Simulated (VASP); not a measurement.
A run of VASP 6.6.1:

INCAR

```
SYSTEM = W2S
PREC = Accurate ; ENCUT = 520
EDIFF = 1E-7 ; ISMEAR = 0
SIGMA = 0.1 ; LREAL = .FALSE.
LASPH = .TRUE. ; NELM = 100
ALGO = Normal ; ISIF = 2
LWAVE = .FALSE. ; LCHARG = .FALSE.
GGA = PE ; NBANDS = 24
```

KPOINTS

```
regular mesh
0
G
  6 6 6
  0 0 0
```

Contents of POSCAR:

```
W2S
1.0
    4.4893673994      0.0000000000      0.0000000000
   -2.2446836997      3.8879062148      0.0000000000
    0.0000000000      0.0000000000      2.8544119994
W S
2 1
Direct
    0.3333333333      0.6666666667      0.5000000000
    0.6666666667      0.3333333333      0.5000000000
    0.0000000000      0.0000000000      0.0000000000
```

Potentials or basis: VASP PAW PBE potentials, release 64 (W_sv, S).

Run with:

```console
$ cat potpaw_PBE.64/W_sv/POTCAR potpaw_PBE.64/S/POTCAR > POTCAR
$ mpirun -np 1 vasp_std > vasp.out
```

Hardware: 1 thread of Intel(R) Xeon(R) Platinum 8259CL CPU @ 2.50GHz (Skylake/Cascade Lake), on a shared host.

How long does it take, and how much memory?

Run time: 34 s on 1 thread of Intel(R) Xeon(R) Platinum 8259CL CPU @ 2.50GHz (Skylake/Cascade Lake), with other jobs on the host, peak memory 0.19 GiB. Counts: scf iterations 14, k points 28.
